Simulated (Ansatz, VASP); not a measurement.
**One calculation of TlCl, two programs**

INCAR

```
ALGO = Normal
EDIFF = 1E-6
ENCUT = 500
GGA = PE
GGA_COMPAT = False
ISIF = 2
ISMEAR = 1
LASPH = True
LCHARG = False
LREAL = False
LWAVE = False
NBANDS = 17
NELM = 120
PREC = Accurate
SIGMA = 0.2
```

File KPOINTS:

```
k-points
0
Gamma
  4 4 4
```

Contents of POSCAR:

```
TlCl
1.0
    3.7936346963      0.0000000000      0.0000000000
    0.0000000000      3.7936346963      0.0000000000
    0.0000000000      0.0000000000      3.7936346963
Tl Cl
1 1
Direct
    0.0000000000      0.0000000000      0.0000000000
    0.5000000000      0.5000000000      0.5000000000
```

Input for Ansatz:

```yaml
crystal:
  lattice:
    - [3.7936346963, 0.0, 0.0]
    - [0.0, 3.7936346963, 0.0]
    - [0.0, 0.0, 3.7936346963]
  atoms:
    - { symbol: Tl, position: [0.0, 0.0, 0.0] }
    - { symbol: Cl, position: [0.5, 0.5, 0.5] }
kpoints:
  mp_grid: { grid: [4, 4, 4] }
hamiltonian:
  xc: pbe
scf:
  occupations: { method: methfessel_paxton, width: 0.2 }
  n_extra_bands: 4
output:
  forces: true
  stress: true
  eigenvalues: true
```

Alike in both runs: task single point; functional PBE; k mesh 4 × 4 × 4; occupations methfessel-paxton of order 1, width 0.2 eV; no spin polarisation.

```csv
,VASP,Ansatz
version,VASP 6.6.1,Ansatz 0.2.0
potentials or method,"VASP PAW PBE potentials, release 64 (Tl_d, Cl)",plane waves
plane-wave cutoff (eV),500,420
valence electrons in the cell,20,20
```

Ansatz gave:

- pressure (GPa): 2.4

Task: Estimate VASP's values.

Result: Pressure (GPa): 2.3.

With one functional, cell and mesh, what is left measures potentials, basis and numerics.

Neither program's run includes spin-orbit coupling.
